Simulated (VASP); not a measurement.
C: single point with PBE

Crystal: C.

```
C
1.0
     0.00000    1.49898    1.49898
     1.49898    0.00000    1.49898
     1.49898    1.49898    0.00000
C
1
Direct
  0.00000 0.00000 0.00000
```

This cell differs from its parent crystal: volume scaled by 0.92.

```yaml
Program: VASP 6.6.1
Task: single point
Functional: PBE
Potentials_or_basis: VASP PAW PBE potentials, release 64 (C)
Cutoff: 520 eV
k_mesh: 20 × 20 × 20
Occupations: fermi-dirac, width 0.1 eV
Spin: no spin polarisation
Dipole_correction: no
Further_INCAR_settings: ALGO = Normal; EDIFF = 1e-06; NBANDS = 8
```

```yaml
Pressure: 14.8 GPa
Band_gap_on_the_k_mesh: zero (band 2 reaches 17.36 eV, above the bottom of band 3 at 4.81 eV)
```

Levels at points of the mesh, in eV from the Fermi level:
```
           k point  band 1  band 2  band 3  band 4  band 5  band 6
(0.00, 0.00, 0.00)  -19.84    8.64    8.64    8.64   31.11   31.11
(0.50, 0.00, 0.00)   -9.68   -9.44    6.76    6.76   26.14   28.39
(0.50, 0.50, 0.00)   -7.40   -5.39    2.36    2.36   15.36   16.60
```

Run time: 4.4 s on 1 thread of Intel(R) Xeon(R) Platinum 8259CL CPU @ 2.50GHz (Skylake/Cascade Lake), on a shared host, peak memory 0.11 GiB.
